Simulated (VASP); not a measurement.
# CuSi16 (a cell with a defect) in VASP: notebook

CuSi16 (a cell with a defect) is run at these levels: PBE; tasks: single point.

All numbers are computed with VASP 6.6.1; they aren't measurements. Logs are shortened: lines on timing, memory, paths and dates and some standing lists are left out, and cuts for length are marked.

## 1. The cell of the first run

The cell holds a defect, 17 atoms: a = 7.679 Å, b = 7.679 Å, c = 7.679 Å, α = 60.00°, β = 60.00°, γ = 60.00°.

## 2. Single point, PBE

Contents of INCAR:

```
SYSTEM = CuSi16
ALGO = Normal
EDIFF = 1E-7
ENCUT = 520
GGA = PE
ISIF = 2
ISMEAR = -1
LASPH = .TRUE.
LCHARG = .TRUE.
LELF = .TRUE.
LREAL = Auto
LVHAR = .TRUE.
LWAVE = .FALSE.
NBANDS = 52
NELECT = 74.0
NELM = 80
PREC = Accurate
SIGMA = 0.05
```

Contents of KPOINTS:

```
k-points
0
G
  2 2 2
  0 0 0
```

Contents of POSCAR:

```
CuSi16
1.0
    0.0000000000      5.4300000000      5.4300000000
    5.4300000000      0.0000000000      5.4300000000
    5.4300000000      5.4300000000      0.0000000000
Si Cu
16 1
Direct
    0.0340165746     -0.0113125230     -0.0113348066
    0.1190082873      0.1304071823      0.1302421731
   -0.0144343462      0.0022190608      0.5061244015
    0.1193707182      0.1298429098      0.6204071823
   -0.0145763352      0.5062063536      0.0022056169
    0.1193220994      0.6204237569      0.1297600368
   -0.0142802947      0.5057591160      0.5057184162
    0.1120015654      0.6291288214      0.6290890424
    0.5068265193      0.0003198895      0.0003187845
    0.6626774401      0.1123332413      0.1122297422
    0.5070320442      0.0000865562      0.4923362799
    0.6112412523      0.1327103131      0.6278546961
    0.5070220994      0.4923292818      0.0000858195
    0.6111119705      0.6278692449      0.1328068140
    0.4852876611      0.5046832413      0.5047801105
    0.6113431860      0.6277107735      0.6276941989
    0.2911639042      0.2364718232      1.2364810313
```

Potentials or basis: VASP PAW PBE potentials, release 64 (Si, Cu).

Run with:

```console
$ cat potpaw_PBE.64/Si/POTCAR potpaw_PBE.64/Cu/POTCAR > POTCAR
$ mpirun -np 1 vasp_std > vasp.out
```

OUTCAR:

```text
SYSTEM = CuSi16
   EDIFF = 1E-7
   ENCUT = 520
   GGA = PE
   ISIF = 2
   ISMEAR = -1
   LASPH = .TRUE.
   LREAL = Auto
   NELECT = 74.0
   NELM = 80
   PREC = Accurate

 ion  position               nearest neighbor table
   1  0.034  0.989  0.989-   4 2.32   6 2.32   2 2.32  10 2.33
   2  0.119  0.130  0.130-   1 2.32   5 2.36   3 2.36  17 2.43   9 2.43
   3  0.986  0.002  0.506-   8 2.34  12 2.35   4 2.36   2 2.36  17 2.94
   4  0.119  0.130  0.620-   1 2.32   3 2.36   7 2.36  17 2.42  11 2.43
   5  0.985  0.506  0.002-   8 2.34  14 2.35   6 2.36   2 2.36  17 2.95
   6  0.119  0.620  0.130-   1 2.32   5 2.36   7 2.36  17 2.42  13 2.43
   7  0.986  0.506  0.506-   8 2.34  16 2.35   4 2.36   6 2.36  17 2.94
   8  0.112  0.629  0.629-   7 2.34   3 2.34   5 2.34  15 2.34
   9  0.507  0.000  0.000-  14 2.34  12 2.34  10 2.39   2 2.43  17 2.57
  10  0.663  0.112  0.112-   1 2.33  17 2.33   9 2.39  13 2.39  11 2.39
  11  0.507  0.000  0.492-  12 2.34  16 2.34  10 2.39   4 2.43  17 2.57
  12  0.611  0.133  0.628-  15 2.33  11 2.34   9 2.34   3 2.35
  13  0.507  0.492  0.000-  14 2.34  16 2.34  10 2.39   6 2.43  17 2.57
  14  0.611  0.628  0.133-  15 2.33  13 2.34   9 2.34   5 2.35
  15  0.485  0.505  0.505-  14 2.33  12 2.33  16 2.33   8 2.34
  16  0.611  0.628  0.628-  15 2.33  11 2.34  13 2.34   7 2.35
  17  0.291  0.236  0.236-  10 2.33   4 2.42   6 2.42   2 2.43  13 2.57  11 2.57   9 2.57   7 2.94
                             3 2.94   5 2.95

  LATTYP: Found a face centered cubic cell.
 ALAT       =    10.8600000000

  Lattice vectors:

 A1 = (   0.0000000000,   5.4300000000,   5.4300000000)
 A2 = (   5.4300000000,   0.0000000000,   5.4300000000)
 A3 = (   5.4300000000,   5.4300000000,   0.0000000000)

Analysis of symmetry for initial positions (statically):
=====================================================================
 Subroutine PRICEL returns:
 Original cell was already a primitive cell.

 Routine SETGRP: Setting up the symmetry group for a
 face centered cubic supercell.

 Subroutine GETGRP returns: Found  1 space group operations
 (whereof  1 operations were pure point group operations)
 out of a pool of 48 trial point group operations.

The static configuration has the point symmetry C_1 .

Analysis of symmetry for dynamics (positions and initial velocities):
=====================================================================
 Subroutine PRICEL returns:
 Original cell was already a primitive cell.

 Routine SETGRP: Setting up the symmetry group for a
 face centered cubic supercell.

 Subroutine GETGRP returns: Found  1 space group operations
 (whereof  1 operations were pure point group operations)
 out of a pool of 48 trial point group operations.

The dynamic configuration has the point symmetry C_1 .

 Subroutine INISYM returns: Found  1 space group operations
 (whereof  1 operations are pure point group operations),
 and found     1 'primitive' translations

----------------------------------------------------------------------------------------

                                     Primitive cell

  volume of cell :     320.2060

  direct lattice vectors                    reciprocal lattice vectors
     0.000000000  5.430000000  5.430000000    -0.092081031  0.092081031  0.092081031
     5.430000000  0.000000000  5.430000000     0.092081031 -0.092081031  0.092081031
     5.430000000  5.430000000  0.000000000     0.092081031  0.092081031 -0.092081031

  length of vectors
     7.679179644  7.679179644  7.679179644     0.159489025  0.159489025  0.159489025

  position of ions in fractional coordinates (direct lattice)
     0.034016575  0.988687477  0.988665193
     0.119008287  0.130407182  0.130242173
     0.985565654  0.002219061  0.506124402
     0.119370718  0.129842910  0.620407182
     0.985423665  0.506206354  0.002205617
     0.119322099  0.620423757  0.129760037
[... 9 lines left out ...]
     0.611343186  0.627710773  0.627694199
     0.291163904  0.236471823  0.236481031

  ion indices of the primitive-cell ions
   primitive index   ion index
                 1           1
                 2           2
                 3           3
                 4           4
                 5           5
                 6           6
[... 9 lines left out ...]
                16          16
                17          17

----------------------------------------------------------------------------------------

 KPOINTS: k-points

Automatic generation of k-mesh.
 Grid dimensions read from file:
 generate k-points for:    2    2    2

 Generating k-lattice:

  Cartesian coordinates                     Fractional coordinates (reciprocal lattice)
    -0.046040516  0.046040516  0.046040516     0.500000000  0.000000000  0.000000000
     0.046040516 -0.046040516  0.046040516     0.000000000  0.500000000  0.000000000
     0.046040516  0.046040516 -0.046040516     0.000000000  0.000000000  0.500000000

  Length of vectors
     0.079744512  0.079744512  0.079744512

  Shift w.r.t. Gamma in fractional coordinates (k-lattice)
     0.000000000  0.000000000  0.000000000

 Subroutine IBZKPT returns following result:
 ===========================================

 Found      8 irreducible k-points:

 Following reciprocal coordinates:
            Coordinates               Weight
  0.000000  0.000000  0.000000      1.000000
  0.500000  0.000000  0.000000      1.000000
  0.000000  0.500000  0.000000      1.000000
  0.000000  0.000000  0.500000      1.000000
  0.500000  0.500000  0.500000      1.000000
  0.500000  0.500000  0.000000      1.000000
  0.000000  0.500000  0.500000      1.000000
  0.500000  0.000000  0.500000      1.000000
   k-points           NKPTS =      8   k-points in BZ     NKDIM =      8   number of bands    NBANDS=     52
   number of dos      NEDOS =    301   number of ions     NIONS =     17
   total plane-waves  NPLWV = 216000
   dimension x,y,z NGX =    60 NGY =   60 NGZ =   60
   dimension x,y,z NGXF=   120 NGYF=  120 NGZF=  120
   ions per type =              16   1
   NGX,Y,Z   is equivalent  to a cutoff of  12.99, 12.99, 12.99 a.u.
   NGXF,Y,Z  is equivalent  to a cutoff of  25.98, 25.98, 25.98 a.u.
 SYSTEM =  CuSi16
   PREC   = accura    normal or accurate (medium, high low for compatibility)
   ISTART =      0    job   : 0-new  1-cont  2-samecut
   ICHARG =      2    charge: 1-file 2-atom 10-const
   ISPIN  =      1    spin polarized calculation?
   LNONCOLLINEAR =      F non collinear calculations
   LSORBIT =      F    spin-orbit coupling
   LASPH  =      T    aspherical Exc in radial PAW
   ENCUT  =  520.0 eV  38.22 Ry    6.18 a.u.  14.28 14.28 14.28*2*pi/ulx,y,z
   NELM   =     80;   NELMIN=  2; NELMDL= -5     # of ELM steps
   EDIFF  = 0.1E-06   stopping-criterion for ELM
   LREAL  =      T    real-space projection
   EDIFFG = 0.1E-05   stopping-criterion for IOM
   NSW    =      0    number of steps for IOM
   IBRION =     -1    ionic relax: 0-MD 1-quasi-New 2-CG
   NFREE  =      0    steps in history (QN), initial steepest desc. (CG)
   ISIF   =      2    stress and relaxation
   ISYM   =      2    0-nonsym 1-usesym 2-fastsym
   POTIM  = 0.5000    time-step for ionic-motion
   TEBEG  =    0.0;   TEEND  =   0.0 temperature during run
   PSTRESS=    0.0 pullay stress
   NELECT =      74.0000    total number of electrons
   NUPDOWN=      -1.0000    fix difference up-down
   EMIN   =  10.00;   EMAX   =-10.00  energy-range for DOS
   EFERMI =   0.00;   METHOD = LEGACY
   ISMEAR =    -1;   SIGMA  =   0.05  broadening in eV -4-tet -1-fermi 0-gaus
   EFERMI_NEDOS =   21; number of points for ismear=-14 and -15
   IALGO  =     38    algorithm
   IMIX   =      4    mixing-type and parameters
     AMIX     =   0.40;   BMIX     =  1.00
     AMIX_MAG =   1.60;   BMIX_MAG =  1.00
  volume/ion in A,a.u.               =      18.84       127.11
  Fermi-wavevector in a.u.,A,eV,Ry     =   1.004636  1.898488 13.732283  1.009294
  Thomas-Fermi vector in A             =   2.137265
   LORBIT       =      0    0 simple, 1 ext, 2 COOP (PROOUT), +10 PAW based schemes
   GGA     = PE    functional components
[... 5 lines left out ...]
 non-spin polarized calculation
  energy-cutoff  :      520.00
  volume of cell :      320.21
 maximum number of plane-waves:      8646
 NGX is ok and might be reduce to    60
   NGX = 29   NGY = 29   NGZ = 29

 number of electron      74.0000000 magnetization

 Free energy of the ion-electron system (eV)
  ---------------------------------------------------
  ext. energy  EPLUGINS =         0.00000000
  ---------------------------------------------------
  free energy    TOTEN  =       -94.22166596 eV

  energy without entropy =      -94.21700705  energy(sigma->0) =      -94.21933651

 E-fermi :   6.3907     XC(G=0):  -9.6082

 val. band max:        6.1993689457   @ k =   0.0000   0.0000   0.0000
 cond. band min:       6.5488254361   @ k =   0.0000   0.0000   0.0000
 fundamental gap:      0.3494564905
 Fermi energy:         6.3906944810

 k-point     1 :       0.0000    0.0000    0.0000
  band No.  band energies     occupation
      1      -5.8946      2.00000
      2      -3.5459      2.00000
      3      -3.5054      2.00000
      4      -3.4745      2.00000
      5      -3.4715      2.00000
      6      -2.0454      2.00000
[... 41 lines left out ...]
     48       8.4599      0.00000
     49       8.7581      0.00000

 k-point     2 :       0.5000    0.0000    0.0000
  band No.  band energies     occupation
      1      -5.1875      2.00000
      2      -4.9836      2.00000
      3      -3.3310      2.00000
      4      -3.1840      2.00000
      5      -3.1802      2.00000
      6      -3.0385      2.00000
[... 41 lines left out ...]
     48       9.7788      0.00000
     49       9.7826      0.00000

 k-point     3 :       0.0000    0.5000    0.0000
  band No.  band energies     occupation
      1      -5.2254      2.00000
      2      -4.9343      2.00000
      3      -3.2960      2.00000
      4      -3.2630      2.00000
      5      -3.1671      2.00000
      6      -3.0398      2.00000
[... 249 lines left out ...]
     48      10.5020      0.00000
     49      10.5069      0.00000

 k-point     8 :       0.5000    0.0000    0.5000
  band No.  band energies     occupation
      1      -4.9299      2.00000
      2      -4.7248      2.00000
      3      -3.8682      2.00000
      4      -3.7762      2.00000
      5      -3.7482      2.00000
      6      -3.7387      2.00000
[... 41 lines left out ...]
     48      10.5016      0.00000
     49      10.5073      0.00000
 [bands above 49 left out]

------------------------ aborting loop because EDIFF is reached ----------------------------------------

  FORCE on cell =-STRESS in cart. coord.  units (eV):
  Direction    XX          YY          ZZ          XY          YZ          ZX
  --------------------------------------------------------------------------------------
  -------------------------------------------------------------------------------------
  Total       -1.8369408     -1.8163405     -1.8203228     -0.2342340      0.2340775     -0.2234765
  in kB       -9.1912857     -9.0882104     -9.1081359     -1.1720092      1.1712263     -1.1181833
  external PRESSURE =      -9.1292106 kB  Pullay stress =       0.0000000 kB

 VOLUME and BASIS-vectors are now :
 -----------------------------------------------------------------------------
  energy-cutoff  :      520.00
  volume of cell :      320.21
      direct lattice vectors                 reciprocal lattice vectors
     0.000000000  5.430000000  5.430000000    -0.092081031  0.092081031  0.092081031
     5.430000000  0.000000000  5.430000000     0.092081031 -0.092081031  0.092081031
     5.430000000  5.430000000  0.000000000     0.092081031  0.092081031 -0.092081031

 POSITION                                       TOTAL-FORCE (eV/Angst)
 -----------------------------------------------------------------------------------
     10.73703      5.55316      5.55328         0.015022     -0.009666     -0.010189
      1.41533      1.35343      1.35433        -0.004999      0.010657      0.004490
      2.76031      8.09988      5.36367        -0.013782     -0.000253     -0.003969
      4.07386      4.01699      1.35323         0.003758      0.001933      0.003396
      2.76068      5.36283      8.09955        -0.015033     -0.006523      0.003351
      4.07350      1.35252      4.01682         0.005988      0.006846      0.002258
[... 9 lines left out ...]
      6.81685      6.72797      6.72806         0.002532     -0.001134     -0.002085
      2.56813      2.86511      2.86506        -0.002618     -0.003571     -0.003685
 -----------------------------------------------------------------------------------
    total drift:                                0.003194      0.003865      0.003238

  FREE ENERGIE OF THE ION-ELECTRON SYSTEM (eV)
  ---------------------------------------------------
  free  energy   TOTEN  =       -94.2216659618 eV

  energy  without entropy=      -94.2170070486  energy(sigma->0) =      -94.21933651
```

Wall time 5.8 min (1 thread of AMD EPYC 9R45 (Zen 5), shared host); peak memory 0.47 GiB.

What came out:

| Quantity | Value |
| --- | --- |
| Free energy | -94.2217 eV |
| Largest force | 0.021 eV/Å |

Forces on the atoms (eV/Å):
```
Si   0.015 -0.010 -0.010
Si  -0.005  0.011  0.004
Si  -0.014  0.000 -0.004
Si   0.004  0.002  0.003
Si  -0.015 -0.007  0.003
Si   0.006  0.007  0.002
Si   0.002  0.002  0.004
Si   0.012 -0.004 -0.005
Si  -0.002  0.000  0.001
Si   0.012 -0.001 -0.007
Si  -0.012 -0.002  0.010
Si   0.006  0.002 -0.005
Si  -0.010  0.005  0.000
Si   0.005 -0.005  0.003
Si  -0.005  0.005  0.006
Si   0.003 -0.001 -0.002
Cu  -0.003 -0.004 -0.004
```

Caveat: the k points lie up to 0.50 Å⁻¹ apart; the cell carries a net charge on a neutralising background, which shifts energy and pressure; the cell is charged against a uniform background, so pressure and absolute levels hang on convention.

[end of part 1 of 3]
